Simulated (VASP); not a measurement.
# SrO (F-43m) in VASP: notebook

SrO is run at these levels: r2SCAN, r2SCAN+D4; tasks: single point.

Program: VASP 6.6.1. These are calculated values, not measurements. Logs are shortened: lines on timing, memory, paths and dates and some standing lists are left out, and cuts for length are marked.

### 1 The cell of the first run

The structure is cubic, space group F-43m (No. 216). The conventional cell has a = 5.585 Å, b = 5.585 Å, c = 5.585 Å, α = 90.00°, β = 90.00°, γ = 90.00°. Within 3.2 Å of Sr (site symmetry -43m) lie 4 O at 2.42 Å. Within 3.2 Å of O (site symmetry -43m) lie 4 Sr at 2.42 Å.

### 2 Single point, r2SCAN

POSCAR

```
SrO
1.0
    0.0000000000      2.7922805169      2.7922805169
    2.7922805169      0.0000000000      2.7922805169
    2.7922805169      2.7922805169      0.0000000000
Sr O
1 1
Direct
    0.0000000000      0.0000000000      0.0000000000
    0.2500000000      0.2500000000      0.2500000000
```

INCAR.step1

```
SYSTEM = SrO
ALGO = Normal ; EDIFF = 1E-5
ENCUT = 660 ; GGA = PE
GGA_COMPAT = .FALSE. ; ISMEAR = 1
LASPH = .TRUE. ; LCHARG = .FALSE.
LREAL = .FALSE. ; LWAVE = .TRUE.
NBANDS = 15 ; NELM = 120
PREC = Accurate ; SIGMA = 0.001
```

INCAR.step2

```
SYSTEM = SrO
ALGO = Normal ; EDIFF = 1E-6
ENCUT = 660 ; GGA_COMPAT = .FALSE.
ISIF = 2 ; ISMEAR = 1
ISTART = 1 ; LASPH = .TRUE.
LCHARG = .TRUE. ; LELF = .TRUE.
LMIXTAU = .TRUE. ; LREAL = .FALSE.
LVHAR = .TRUE. ; LWAVE = .FALSE.
METAGGA = R2SCAN ; NBANDS = 15
NELM = 120 ; PREC = Accurate
SIGMA = 0.001
```

KPOINTS

```
k-points
0
G
  6 6 6
  0 0 0
```

Potentials or basis: VASP PAW PBE potentials, release 64 (Sr_sv, O).

On the command line:

```sh
> cat potpaw_PBE.64/Sr_sv/POTCAR potpaw_PBE.64/O/POTCAR > POTCAR
> cp INCAR.step1 INCAR
> mpirun -np 1 vasp_std > vasp.out
> cp INCAR.step2 INCAR
> mpirun -np 1 vasp_std > vasp.out
```

OUTCAR:

```text
SYSTEM = SrO
   EDIFF = 1E-6
   ENCUT = 660
   ISIF = 2
   ISMEAR = 1
   ISTART = 1
   LASPH = .TRUE.
   LREAL = .FALSE.
   METAGGA = R2SCAN
   NELM = 120
   PREC = Accurate

 ion  position               nearest neighbor table
   1  0.000  0.000  0.000-   2 2.42   2 2.42   2 2.42   2 2.42
   2  0.250  0.250  0.250-   1 2.42   1 2.42   1 2.42   1 2.42

  LATTYP: Found a face centered cubic cell.
 ALAT       =     5.5845610338

  Lattice vectors:

 A1 = (   0.0000000000,   2.7922805169,   2.7922805169)
 A2 = (   2.7922805169,   0.0000000000,   2.7922805169)
 A3 = (   2.7922805169,   2.7922805169,   0.0000000000)

Analysis of symmetry for initial positions (statically):
=====================================================================
 Subroutine PRICEL returns:
 Original cell was already a primitive cell.

 Routine SETGRP: Setting up the symmetry group for a
 face centered cubic supercell.

 Subroutine GETGRP returns: Found 24 space group operations
 (whereof 24 operations were pure point group operations)
 out of a pool of 48 trial point group operations.

The static configuration has the point symmetry T_d .

Analysis of symmetry for dynamics (positions and initial velocities):
=====================================================================
 Subroutine PRICEL returns:
 Original cell was already a primitive cell.

 Routine SETGRP: Setting up the symmetry group for a
 face centered cubic supercell.

 Subroutine GETGRP returns: Found 24 space group operations
 (whereof 24 operations were pure point group operations)
 out of a pool of 48 trial point group operations.

The dynamic configuration has the point symmetry T_d .

 Subroutine INISYM returns: Found 24 space group operations
 (whereof 24 operations are pure point group operations),
 and found     1 'primitive' translations

----------------------------------------------------------------------------------------

                                     Primitive cell

  volume of cell :      43.5419

  direct lattice vectors                    reciprocal lattice vectors
     0.000000000  2.792280517  2.792280517    -0.179065104  0.179065104  0.179065104
     2.792280517  0.000000000  2.792280517     0.179065104 -0.179065104  0.179065104
     2.792280517  2.792280517  0.000000000     0.179065104  0.179065104 -0.179065104

  length of vectors
     3.948880977  3.948880977  3.948880977     0.310149857  0.310149857  0.310149857

  position of ions in fractional coordinates (direct lattice)
     0.000000000  0.000000000  0.000000000
     0.250000000  0.250000000  0.250000000

  ion indices of the primitive-cell ions
   primitive index   ion index
                 1           1
                 2           2

----------------------------------------------------------------------------------------

 KPOINTS: k-points

Automatic generation of k-mesh.
 Grid dimensions read from file:
 generate k-points for:    6    6    6

 Generating k-lattice:

  Cartesian coordinates                     Fractional coordinates (reciprocal lattice)
    -0.029844184  0.029844184  0.029844184     0.166666667  0.000000000  0.000000000
     0.029844184 -0.029844184  0.029844184     0.000000000  0.166666667  0.000000000
     0.029844184  0.029844184 -0.029844184     0.000000000  0.000000000  0.166666667

  Length of vectors
     0.051691643  0.051691643  0.051691643

  Shift w.r.t. Gamma in fractional coordinates (k-lattice)
     0.000000000  0.000000000  0.000000000

 Subroutine IBZKPT returns following result:
 ===========================================

 Found     16 irreducible k-points:

 Following reciprocal coordinates:
            Coordinates               Weight
  0.000000  0.000000  0.000000      1.000000
  0.166667  0.000000  0.000000      8.000000
  0.333333  0.000000  0.000000      8.000000
  0.500000  0.000000  0.000000      4.000000
  0.166667  0.166667  0.000000      6.000000
  0.333333  0.166667  0.000000     24.000000
[... 8 lines left out ...]
 -0.333333  0.333333  0.166667     24.000000
 -0.333333  0.500000  0.166667     12.000000
   k-points           NKPTS =     16   k-points in BZ     NKDIM =     16   number of bands    NBANDS=     15
   number of dos      NEDOS =    301   number of ions     NIONS =      2
   total plane-waves  NPLWV =  46656
   dimension x,y,z NGX =    36 NGY =   36 NGZ =   36
   dimension x,y,z NGXF=    72 NGYF=   72 NGZF=   72
   ions per type =               1   1
   NGX,Y,Z   is equivalent  to a cutoff of  15.16, 15.16, 15.16 a.u.
   NGXF,Y,Z  is equivalent  to a cutoff of  30.31, 30.31, 30.31 a.u.
 SYSTEM =  SrO
   PREC   = accura    normal or accurate (medium, high low for compatibility)
   ISTART =      1    job   : 0-new  1-cont  2-samecut
   ICHARG =      0    charge: 1-file 2-atom 10-const
   ISPIN  =      1    spin polarized calculation?
   LNONCOLLINEAR =      F non collinear calculations
   LSORBIT =      F    spin-orbit coupling
   LASPH  =      T    aspherical Exc in radial PAW
   ENCUT  =  660.0 eV  48.51 Ry    6.96 a.u.   8.27  8.27  8.27*2*pi/ulx,y,z
   NELM   =    120;   NELMIN=  2; NELMDL=  0     # of ELM steps
   EDIFF  = 0.1E-05   stopping-criterion for ELM
   LREAL  =      F    real-space projection
   EDIFFG = 0.1E-04   stopping-criterion for IOM
   NSW    =      0    number of steps for IOM
   IBRION =     -1    ionic relax: 0-MD 1-quasi-New 2-CG
   NFREE  =      0    steps in history (QN), initial steepest desc. (CG)
   ISIF   =      2    stress and relaxation
   ISYM   =      2    0-nonsym 1-usesym 2-fastsym
   POTIM  = 0.5000    time-step for ionic-motion
   TEBEG  =    0.0;   TEEND  =   0.0 temperature during run
   PSTRESS=    0.0 pullay stress
   NELECT =      16.0000    total number of electrons
   NUPDOWN=      -1.0000    fix difference up-down
   EMIN   =  10.00;   EMAX   =-10.00  energy-range for DOS
   EFERMI =   0.00;   METHOD = LEGACY
   ISMEAR =     1;   SIGMA  =   0.00  broadening in eV -4-tet -1-fermi 0-gaus
   EFERMI_NEDOS =   21; number of points for ismear=-14 and -15
   IALGO  =     38    algorithm
   IMIX   =      4    mixing-type and parameters
     AMIX     =   0.40;   BMIX     =  1.00
     AMIX_MAG =   1.60;   BMIX_MAG =  1.00
  volume/ion in A,a.u.               =      21.77       146.92
  Fermi-wavevector in a.u.,A,eV,Ry     =   1.172589  2.215872 18.707531  1.374965
  Thomas-Fermi vector in A             =   2.309015
   LORBIT       =      0    0 simple, 1 ext, 2 COOP (PROOUT), +10 PAW based schemes
   METAGGA = R2SCAN    functional components
   LHFCALC =     F    Hartree Fock is set to
   AEXX    =    0.0000 exact exchange contribution
   IVDW    =     0    specifies the selected vdW correction
   LEPSILON=     F    determine dielectric tensor
   LRPA    =     F    only Hartree local field effects (RPA)
 non-spin polarized calculation
 Methfessel and Paxton  Order N= 1 SIGMA  =   0.00
  energy-cutoff  :      660.00
  volume of cell :       43.54
 maximum number of plane-waves:      1694
 NGX is ok and might be reduce to    36
   NGX = 17   NGY = 17   NGZ = 17

 number of electron      16.0000001 magnetization

 Free energy of the ion-electron system (eV)
  ---------------------------------------------------
  ext. energy  EPLUGINS =         0.00000000
  ---------------------------------------------------
  free energy    TOTEN  =       -26.63626985 eV

  energy without entropy =      -26.63626985  energy(sigma->0) =      -26.63626985

 E-fermi :   0.0546     XC(G=0):  -9.1296

 val. band max:       -0.0312244102   @ k =  -0.3333   0.5000   0.1667
 cond. band min:       2.8755354103   @ k =   0.0000   0.0000   0.0000
 fundamental gap:      2.9067598206
 Fermi energy:         0.0545999237

 k-point     1 :       0.0000    0.0000    0.0000
  band No.  band energies     occupation
      1     -33.3187      2.00000
      2     -15.7624      2.00000
      3     -14.5838      2.00000
      4     -14.5838      2.00000
      5     -14.5838      2.00000
      6      -0.8756      2.00000
      7      -0.8756      2.00000
      8      -0.8756      2.00000
      9       2.8755      0.00000
     10       8.6560      0.00000
     11       8.6560      0.00000
     12       9.9669      0.00000
     13       9.9669      0.00000
     14       9.9669      0.00000
     15      15.3896      0.00000

 k-point     2 :       0.1667    0.0000    0.0000
  band No.  band energies     occupation
      1     -33.3031      2.00000
      2     -16.1685      2.00000
      3     -14.6061      2.00000
      4     -14.6061      2.00000
      5     -14.2388      2.00000
      6      -0.9961      2.00000
      7      -0.7872      2.00000
      8      -0.7872      2.00000
      9       3.7117      0.00000
     10       8.1781      0.00000
     11       8.1781      0.00000
     12       9.3580      0.00000
     13      10.5463      0.00000
     14      10.5463      0.00000
     15      13.7075      0.00000

 k-point     3 :       0.3333    0.0000    0.0000
  band No.  band energies     occupation
      1     -33.2716      2.00000
      2     -16.6959      2.00000
      3     -14.6499      2.00000
      4     -14.6499      2.00000
      5     -13.8483      2.00000
      6      -0.9069      2.00000
      7      -0.6283      2.00000
      8      -0.6283      2.00000
      9       5.0705      0.00000
     10       8.0027      0.00000
     11       8.0027      0.00000
     12       8.3171      0.00000
     13      10.7548      0.00000
     14      10.7548      0.00000
     15      12.4846      0.00000

 k-point     4 :       0.5000    0.0000    0.0000
  band No.  band energies     occupation
      1     -33.2557      2.00000
      2     -16.9035      2.00000
      3     -14.6715      2.00000
      4     -14.6715      2.00000
      5     -13.7162      2.00000
      6      -0.7327      2.00000
      7      -0.5592      2.00000
      8      -0.5592      2.00000
      9       5.6118      0.00000
     10       7.6128      0.00000
     11       8.1652      0.00000
     12       8.1652      0.00000
     13      10.5360      0.00000
     14      10.5360      0.00000
     15      13.1532      0.00000
[... 163 lines left out ...]
 k-point    14 :       0.5000    0.3333    0.1667
  band No.  band energies     occupation
      1     -33.2506      2.00000
      2     -16.9049      2.00000
      3     -14.8622      2.00000
      4     -14.7296      2.00000
      5     -13.4860      2.00000
      6      -1.0413      2.00000
      7      -0.4822      2.00000
      8      -0.2823      2.00000
      9       5.2730      0.00000
     10       6.3456      0.00000
     11       8.7961      0.00000
     12       9.7158      0.00000
     13      10.7848      0.00000
     14      11.4306      0.00000
     15      13.4105      0.00000

 k-point    15 :      -0.3333    0.3333    0.1667
  band No.  band energies     occupation
      1     -33.2401      2.00000
      2     -17.0047      2.00000
      3     -14.9326      2.00000
      4     -14.7623      2.00000
      5     -13.3579      2.00000
      6      -0.7014      2.00000
      7      -0.6921      2.00000
      8      -0.1649      2.00000
      9       5.0515      0.00000
     10       6.4022      0.00000
     11       8.6520      0.00000
     12      10.3103      0.00000
     13      10.6807      0.00000
     14      11.8745      0.00000
     15      13.3309      0.00000

 k-point    16 :      -0.3333    0.5000    0.1667
  band No.  band energies     occupation
      1     -33.2348      2.00000
      2     -17.0563      2.00000
      3     -14.9096      2.00000
      4     -14.8166      2.00000
      5     -13.3087      2.00000
      6      -1.0663      2.00000
      7      -0.3627      2.00000
      8      -0.0312      2.00000
      9       4.8847      0.00000
     10       6.1497      0.00000
     11       9.3204      0.00000
     12      10.2774      0.00000
     13      11.4115      0.00000
     14      12.4009      0.00000
     15      13.3172      0.00000

------------------------ aborting loop because EDIFF is reached ----------------------------------------

  FORCE on cell =-STRESS in cart. coord.  units (eV):
  Direction    XX          YY          ZZ          XY          YZ          ZX
  --------------------------------------------------------------------------------------
  -------------------------------------------------------------------------------------
  Total        0.0952294      0.0952294      0.0952294      0.0000000     -0.0000000     -0.0000000
  in kB        3.5040825      3.5040825      3.5040825      0.0000000     -0.0000000     -0.0000000
  external PRESSURE =       3.5040825 kB  Pullay stress =       0.0000000 kB

 VOLUME and BASIS-vectors are now :
 -----------------------------------------------------------------------------
  energy-cutoff  :      660.00
  volume of cell :       43.54
      direct lattice vectors                 reciprocal lattice vectors
     0.000000000  2.792280517  2.792280517    -0.179065104  0.179065104  0.179065104
     2.792280517  0.000000000  2.792280517     0.179065104 -0.179065104  0.179065104
     2.792280517  2.792280517  0.000000000     0.179065104  0.179065104 -0.179065104

 POSITION                                       TOTAL-FORCE (eV/Angst)
 -----------------------------------------------------------------------------------
      0.00000      0.00000      0.00000        -0.000000     -0.000000     -0.000000
      1.39614      1.39614      1.39614         0.000000      0.000000      0.000000
 -----------------------------------------------------------------------------------
    total drift:                               -0.000000     -0.000000     -0.000000

  FREE ENERGIE OF THE ION-ELECTRON SYSTEM (eV)
  ---------------------------------------------------
  free  energy   TOTEN  =       -26.6362698483 eV

  energy  without entropy=      -26.6362698483  energy(sigma->0) =      -26.63626985
```

Wall time 1.9 min (1 thread of AMD EPYC 7R43 (Zen 3), shared host); peak memory 0.18 GiB.

Results:

| Item | Value |
| --- | --- |
| Free energy | -26.6363 eV |
| Pressure | 0.4 GPa |
| Band gap on the k mesh | 2.91 eV (least direct gap 3.75 eV) |

Levels at points of the mesh, in eV from the valence-band top:
```csv
k point,band 5,band 6,band 7,band 8,band 9,band 10,band 11,band 12
"(0.00, 0.00, 0.00)",-14.55,-0.84,-0.84,-0.84,2.91,8.69,8.69,10.00
"(0.50, 0.00, 0.00)",-13.69,-0.70,-0.53,-0.53,5.64,7.64,8.20,8.20
"(0.50, 0.50, 0.00)",-13.36,-1.40,-0.01,-0.01,4.91,6.22,10.31,10.60
```

Caveat: the PAW data sets were made with another functional, which shifts forces and pressure a little.

### 3 Single point, r2SCAN+D4

POSCAR is that of step 2.

INCAR.step1

```
SYSTEM = SrO
ALGO = Normal
EDIFF = 1E-5
ENCUT = 660
GGA = PE
GGA_COMPAT = .FALSE.
ISMEAR = 0
LASPH = .TRUE.
LCHARG = .FALSE.
LREAL = .FALSE.
LWAVE = .TRUE.
NBANDS = 15
NELM = 120
PREC = Accurate
SIGMA = 0.01
```

INCAR.step2

```
SYSTEM = SrO
ALGO = Normal
EDIFF = 1E-6
ENCUT = 660
GGA_COMPAT = .FALSE.
ISIF = 2
ISMEAR = 0
ISTART = 1
IVDW = 13
LASPH = .TRUE.
LCHARG = .FALSE.
LMIXTAU = .TRUE.
LREAL = .FALSE.
LWAVE = .FALSE.
METAGGA = R2SCAN
NBANDS = 15
NELM = 120
PREC = Accurate
SIGMA = 0.01
VDW_A1 = 0.51559235
VDW_A2 = 5.77342911
VDW_S6 = 1.0
VDW_S8 = 0.6018749
```

KPOINTS is that of step 2.

Potentials or basis: VASP PAW PBE potentials, release 64 (Sr_sv, O).

On the command line:

```sh
> cat potpaw_PBE.64/Sr_sv/POTCAR potpaw_PBE.64/O/POTCAR > POTCAR
> cp INCAR.step1 INCAR
> mpirun -np 1 vasp_std > vasp.out
> cp INCAR.step2 INCAR
> mpirun -np 1 vasp_std > vasp.out
```

Wall time 1.9 min (1 thread of AMD EPYC 7R43 (Zen 3), shared host); peak memory 0.18 GiB.

Results (log left out):

```yaml
Free_energy: -26.7373 eV
Pressure: -0.1 GPa
Band_gap_on_the_k_mesh: 2.91 eV (least direct gap 3.75 eV)
Dispersion_energy_per_atom: -0.051 eV
```

Levels at points of the mesh, in eV from the valence-band top:
```csv
k point,band 6,band 7,band 8,band 9,band 10,band 11
"(0.00, 0.00, 0.00)",-0.84,-0.84,-0.84,2.91,8.69,8.69
"(0.50, 0.00, 0.00)",-0.70,-0.53,-0.53,5.64,7.64,8.20
"(0.50, 0.50, 0.00)",-1.40,-0.01,-0.01,4.91,6.22,10.31
```

Caveat: the PAW data sets were made with another functional, which shifts forces and pressure a little. A k mesh can miss the band edges.

(Continued in part 2 of 2.)
